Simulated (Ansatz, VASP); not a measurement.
Two plane-wave programs on FeCo

Contents of INCAR:

```
SYSTEM = FeCo
PREC = Accurate
ENCUT = 520
EDIFF = 1E-8
ISMEAR = -1
SIGMA = 0.05
LREAL = .FALSE.
LASPH = .TRUE.
NELM = 200
ALGO = Normal
ISIF = 2
LWAVE = .FALSE.
LCHARG = .FALSE.
ISPIN = 2
MAGMOM = 3 2
LORBIT = 11
LMAXMIX = 4
GGA = PE
LEFG = .TRUE.
NBANDS = 20
GGA_COMPAT = .FALSE.
```

KPOINTS

```
Automatic mesh
0
G
  11 11 11
  0 0 0
```

Contents of POSCAR:

```
FeCo
1.0
    2.8806126410      0.0000000000      0.0000000000
    0.0000000000      2.8806126410      0.0000000000
    0.0000000000      0.0000000000      2.8806126410
Fe Co
1 1
Direct
    0.5000000000      0.5000000000      0.5000000000
    0.0000000000      0.0000000000      0.0000000000
```

Input for Ansatz:

```yaml
crystal:
  lattice:
    - [2.880612641, 0.0, 0.0]
    - [0.0, 2.880612641, 0.0]
    - [0.0, 0.0, 2.880612641]
  atoms:
    - { symbol: Fe, position: [0.5, 0.5, 0.5], spin: 3.0 }
    - { symbol: Co, position: [0.0, 0.0, 0.0], spin: 2.0 }
magnetization:
  spin_polarized: true
kpoints:
  mp_grid: { grid: [11, 11, 11] }
scf:
  occupations: { method: fermi_dirac, width: 0.05 }
hamiltonian:
  xc: pbe
  pseudopotentials: { kind: paw }
output:
  forces: true
  stress: true
  eigenvalues: true
  efg: { contact_densities: true }
```

Change from the starting cell: volume scaled by 1.025, PAW files.

Alike in both runs: task electric field gradients; functional PBE; k mesh 11 × 11 × 11; occupations fermi-dirac, width 0.05 eV; collinear spin.

|  | VASP | Ansatz |
| --- | --- | --- |
| version | VASP 6.6.1 | Ansatz 0.2.0 |
| potentials or method | VASP PAW PBE potentials, release 64 (Fe, Co) | PAW with Ansatz's default frozen-core files, scalar-relativistic |
| plane-wave cutoff (eV) | 520 | 420 |
| valence electrons in the cell | 17 | 33 |

Ansatz gave:

| Item | Value |
| --- | --- |
| pressure (GPa) | -6.7 |
| net moment per atom (μB) | 2.28 |
| size of the moment on the site where the two differ most (μB) | 1.84 |

Question: Which values does VASP return?

Answer: Pressure (GPa): -7.1; net moment per atom (μB): 2.27; size of the moment on the site where the two differ most (μB): 1.77.

Site moments also hang on the region over which each program counts them. VASP's potentials hold 17 valence electrons a cell and Ansatz's 33, so a difference there can come from the potentials and not from the codes.
